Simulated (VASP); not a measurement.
# SiC (Moissanite) (P6_3mc) in VASP: notebook, part 2 of 2

VASP 6.6.1.

### Step 5. Single point, revPBE+D4

This run uses another cell than the first one, of 10.34 Å³/atom, 1.042 times its volume.

INCAR

```
PREC = Accurate ; ENCUT = 520
EDIFF = 1E-6 ; ISMEAR = -1
SIGMA = 0.05 ; LREAL = False
LASPH = True ; NELM = 80
ALGO = Normal ; ISIF = 2
LWAVE = False ; LCHARG = False
GGA = RE ; IVDW = 13
NBANDS = 16
```

KPOINTS

```
Automatic mesh
0
Gamma
  10 10 5
```

POSCAR

```
SiC
1.0
    3.0760000000      0.0000000000      0.0000000000
   -1.5380000000      2.6638941420      0.0000000000
    0.0000000000      0.0000000000      5.0480000000
Si C
2 2
Direct
    0.6666666667      0.3333333333      0.5000000000
    0.3333333333      0.6666666667      0.0000000000
    0.6666666667      0.3333333333      0.8850000000
    0.3333333333      0.6666666667      0.3850000000
```

Potentials or basis: VASP PAW PBE potentials, release 64 (Si, C).

Launch:

```bash
$ cat potpaw_PBE.64/Si/POTCAR potpaw_PBE.64/C/POTCAR > POTCAR
$ mpirun -np 1 vasp_std > vasp.out
```

OUTCAR:

```text
PREC = Accurate
   ENCUT = 520
   EDIFF = 1E-6
   ISMEAR = -1
   LREAL = False
   LASPH = True
   NELM = 80
   ISIF = 2
   GGA = RE
   IVDW = 13

 ion  position               nearest neighbor table
   1  0.667  0.333  0.500-   4 1.87   4 1.87   4 1.87   3 1.94   2 3.09   2 3.09   2 3.09   2 3.09
                             2 3.09   2 3.09
   2  0.333  0.667  0.000-   3 1.87   3 1.87   3 1.87   4 1.94   1 3.09   1 3.09   1 3.09   1 3.09
                             1 3.09   1 3.09
   3  0.667  0.333  0.885-   2 1.87   2 1.87   2 1.87   1 1.94
   4  0.333  0.667  0.385-   1 1.87   1 1.87   1 1.87   2 1.94

  LATTYP: Found a hexagonal cell.
 ALAT       =     3.0760000000
 C/A-ratio  =     1.6410923277

  Lattice vectors:

 A1 = (   3.0760000000,   0.0000000000,   0.0000000000)
 A2 = (  -1.5380000000,   2.6638941420,   0.0000000000)
 A3 = (   0.0000000000,   0.0000000000,   5.0480000000)

Analysis of symmetry for initial positions (statically):
=====================================================================
 Subroutine PRICEL returns:
 Original cell was already a primitive cell.

 Routine SETGRP: Setting up the symmetry group for a
 hexagonal supercell.

 Subroutine GETGRP returns: Found 12 space group operations
 (whereof  6 operations were pure point group operations)
 out of a pool of 24 trial point group operations.

The static configuration has the point symmetry C_3v.
 The point group associated with its full space group is C_6v.

Analysis of symmetry for dynamics (positions and initial velocities):
=====================================================================
 Subroutine PRICEL returns:
 Original cell was already a primitive cell.

 Routine SETGRP: Setting up the symmetry group for a
 hexagonal supercell.

 Subroutine GETGRP returns: Found 12 space group operations
 (whereof  6 operations were pure point group operations)
 out of a pool of 24 trial point group operations.

The dynamic configuration has the point symmetry C_3v.
 The point group associated with its full space group is C_6v.

[... 125 lines left out ...]
  Thomas-Fermi vector in A             =   2.328847
   LORBIT       =      0    0 simple, 1 ext, 2 COOP (PROOUT), +10 PAW based schemes
   GGA     = RE    functional components
   LHFCALC =     F    Hartree Fock is set to
   AEXX    =    0.0000 exact exchange contribution
   IVDW    =    13    specifies the selected vdW correction
   LEPSILON=     F    determine dielectric tensor
   LRPA    =     F    only Hartree local field effects (RPA)
 non-spin polarized calculation
  energy-cutoff  :      520.00
  volume of cell :       41.36
 maximum number of plane-waves:      1132
 NGX is ok and might be reduce to    24
   NGX = 11   NGY = 11   NGZ = 19

 number of electron      16.0000000 magnetization

 Free energy of the ion-electron system (eV)
  ---------------------------------------------------
  ext. energy  EPLUGINS =         0.00000000
  ---------------------------------------------------
  free energy    TOTEN  =       -28.83642845 eV

  energy without entropy =      -28.83642845  energy(sigma->0) =      -28.83642845

 E-fermi :   9.4067     XC(G=0): -11.3012

 val. band max:        8.4780315177   @ k =   0.0000   0.0000   0.0000
 cond. band min:      10.9824242097   @ k =   0.3000   0.3000   0.0000
 fundamental gap:      2.5043926920
 Fermi energy:         9.4066654494

 k-point     1 :       0.0000    0.0000    0.0000
  band No.  band energies     occupation
      1      -7.2627      2.00000
      2      -3.7739      2.00000
      3      -0.2043      2.00000
      4       6.9241      2.00000
      5       6.9241      2.00000
      6       8.2019      2.00000
[... 433 lines left out ...]
      3       0.1983      2.00000
      4       1.6643      2.00000
      5       3.7360      2.00000
      6       4.5495      2.00000
[... 8 lines left out ...]
     15      19.8762      0.00000
     16      21.2028      0.00000

 [... further k-points ...]

------------------------ aborting loop because EDIFF is reached ----------------------------------------

  DFT-D4 for vdW energy calculation

  Edisp (eV):   -2.58378

  FORCE on cell =-STRESS in cart. coord.  units (eV):
  Direction    XX          YY          ZZ          XY          YZ          ZX
  --------------------------------------------------------------------------------------
  -------------------------------------------------------------------------------------
  Total      -0.44576    -0.44576    -1.56962     0.00000     0.00000     0.00000
  in kB     -17.26572   -17.26572   -60.79688     0.00000     0.00000     0.00000
  external pressure =      -31.78 kB  Pullay stress =        0.00 kB

 VOLUME and BASIS-vectors are now :
 -----------------------------------------------------------------------------
  energy-cutoff  :      520.00
  volume of cell :       41.36
      direct lattice vectors                 reciprocal lattice vectors
     3.076000000  0.000000000  0.000000000     0.325097529  0.187695146  0.000000000
    -1.538000000  2.663894142  0.000000000     0.000000000  0.375390292  0.000000000
     0.000000000  0.000000000  5.048000000     0.000000000  0.000000000  0.198098257

 POSITION                                       TOTAL-FORCE (eV/Angst)
 -----------------------------------------------------------------------------------
      1.53800      0.88796      2.52400        -0.000000      0.000000      0.738095
     -0.00000      1.77593      0.00000         0.000000     -0.000000      0.738095
      1.53800      0.88796      4.46748         0.000000      0.000000     -0.738095
     -0.00000      1.77593      1.94348         0.000000     -0.000000     -0.738095
 -----------------------------------------------------------------------------------
    total drift:                                0.000000      0.000000     -0.000326

  FREE ENERGIE OF THE ION-ELECTRON SYSTEM (eV)
  ---------------------------------------------------
  free  energy   TOTEN  =       -31.4202069668 eV

  energy  without entropy=      -31.4202069668  energy(sigma->0) =      -31.42020697
```

OSZICAR:

```text
N       E                     dE             d eps       ncg     rms          rms(c)
DAV:   1     0.249401786302E+02    0.24940E+02   -0.70519E+03  1344   0.889E+02
DAV:   2    -0.301623530331E+02   -0.55103E+02   -0.50425E+02  1960   0.156E+02
DAV:   3    -0.324416791561E+02   -0.22793E+01   -0.22726E+01  1760   0.294E+01
DAV:   4    -0.324575330283E+02   -0.15854E-01   -0.15851E-01  1656   0.304E+00
DAV:   5    -0.324576897098E+02   -0.15668E-03   -0.15668E-03  1776   0.284E-01    0.131E+01
DAV:   6    -0.289159638971E+02    0.35417E+01   -0.62195E+00  1712   0.153E+01    0.615E+00
DAV:   7    -0.288455544976E+02    0.70409E-01   -0.11310E+00  1896   0.620E+00    0.260E+00
DAV:   8    -0.288360954845E+02    0.94590E-02   -0.46071E-02  1480   0.138E+00    0.649E-01
DAV:   9    -0.288358998447E+02    0.19564E-03   -0.79667E-03  1776   0.616E-01    0.135E-01
DAV:  10    -0.288363913104E+02   -0.49147E-03   -0.11486E-03  1584   0.200E-01    0.584E-02
DAV:  11    -0.288364257531E+02   -0.34443E-04   -0.13906E-04  1592   0.823E-02    0.955E-03
DAV:  12    -0.288364276477E+02   -0.18946E-05   -0.93072E-06  1840   0.195E-02    0.363E-03
DAV:  13    -0.288364284474E+02   -0.79972E-06   -0.89711E-07  1360   0.632E-03
   1 F= -.31420207E+02 E0= -.31420207E+02  d E =-.537605E-10
```

Wall time 9.2 s (1 thread of Intel Xeon 6975P-C (Granite Rapids), shared host); peak memory 0.16 GiB.

Results:

- Free energy: -31.4202 eV
- Pressure: -3.2 GPa
- Largest force: 0.738 eV/Å
- Band gap on the k mesh: 2.50 eV, indirect (least direct gap 4.10 eV)
- Dispersion energy per atom: -0.646 eV

Forces on the atoms (eV/Å):
```
Si   0.000  0.000  0.738
Si   0.000  0.000  0.738
C    0.000  0.000 -0.738
C    0.000  0.000 -0.738
```

Caveat: the PAW data sets were made with another functional, which shifts forces and pressure a little. A k mesh can miss the band edges.

### Step 6. Summary

```tsv
level	potentials or basis	cell	gap on the mesh (eV)	pressure (GPa)	largest force (eV/Å)
LDA	VASP PAW LDA potentials, release 64 (Si, C)	a = 3.034, b = 3.034, c = 4.980 Å, angles 90.0, 90.0, 120.0°, 4 atoms	2.29	5.9	0.80
LDA	VASP PAW LDA potentials, release 64 (Si, C)	a = 3.055, b = 3.055, c = 5.014 Å, angles 90.0, 90.0, 120.0°, 4 atoms	2.32	0.9	0.77
PBE+D3(BJ)	VASP PAW PBE potentials, release 64 (Si, C)	a = 3.070, b = 3.070, c = 5.038 Å, angles 90.0, 90.0, 120.0°, 4 atoms	2.42	-0.1	-
revPBE+D4	VASP PAW PBE potentials, release 64 (Si, C)	a = 3.076, b = 3.076, c = 5.048 Å, angles 90.0, 90.0, 120.0°, 4 atoms	2.50	-3.2	0.74
```

Alike in all rows: task single point; no spin polarisation; k mesh 10 × 10 × 5; cutoff (eV) 520; smearing fermi-dirac 0.05 eV.

Caveats: the PAW data sets were made with another functional, which shifts forces and pressure a little (some runs).

Total energies depend on the potentials used, so only differences within one code and one set of settings carry meaning.
